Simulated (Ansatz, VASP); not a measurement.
# Two plane-wave programs on BAs

The input INCAR:

```
ALGO = Normal
EDIFF = 1E-6
ENCUT = 520
GGA = PE
ISIF = 2
ISMEAR = -1
LASPH = T
LCHARG = F
LREAL = F
LWAVE = F
NBANDS = 11
NELM = 60
PREC = Accurate
SIGMA = 0.02
```

KPOINTS

```
k-points
0
Gamma
  6 6 6
```

File POSCAR:

```
BAs
1.0
    0.0000000000      2.3052873177      2.3052873177
    2.3052873177      0.0000000000      2.3052873177
    2.3052873177      2.3052873177      0.0000000000
B As
1 1
Direct
    0.0000000000      0.0000000000      0.0000000000
    0.5000000000      0.5000000000      0.5000000000
```

Input for Ansatz:

```yaml
crystal:
  lattice:
    - [0.0, 2.3052873177, 2.3052873177]
    - [2.3052873177, 0.0, 2.3052873177]
    - [2.3052873177, 2.3052873177, 0.0]
  atoms:
    - { symbol: B, position: [0.0, 0.0, 0.0] }
    - { symbol: As, position: [0.5, 0.5, 0.5] }
kpoints:
  mp_grid: { grid: [6, 6, 6] }
hamiltonian:
  xc: pbe
scf:
  occupations: { method: fermi_dirac, width: 0.02 }
  n_extra_bands: 4
output:
  forces: true
  stress: true
  eigenvalues: true
  write_density: true
  write_potential: true
  elf: true
  volumetric_format: npy
```

Alike in both runs: task single point; functional PBE; k mesh 6 × 6 × 6; occupations fermi-dirac, width 0.02 eV; no spin polarisation.

|  | VASP | Ansatz |
| --- | --- | --- |
| version | VASP 6.6.1 | Ansatz 0.2.0 |
| potentials or method | VASP PAW PBE potentials, release 64 (B, As) | plane waves, PAW |
| plane-wave cutoff (eV) | 520 | 420 |
| valence electrons in the cell | 8 | 18 |

VASP gave:

```
pressure (GPa) : 0.7
```

Q: Estimate Ansatz's values.

A: Pressure (GPa): 0.4.

VASP's potentials hold 8 valence electrons a cell and Ansatz's 18, so a difference there can come from the potentials and not from the codes.

The k mesh is coarse, so the values compare programs but aren't converged.
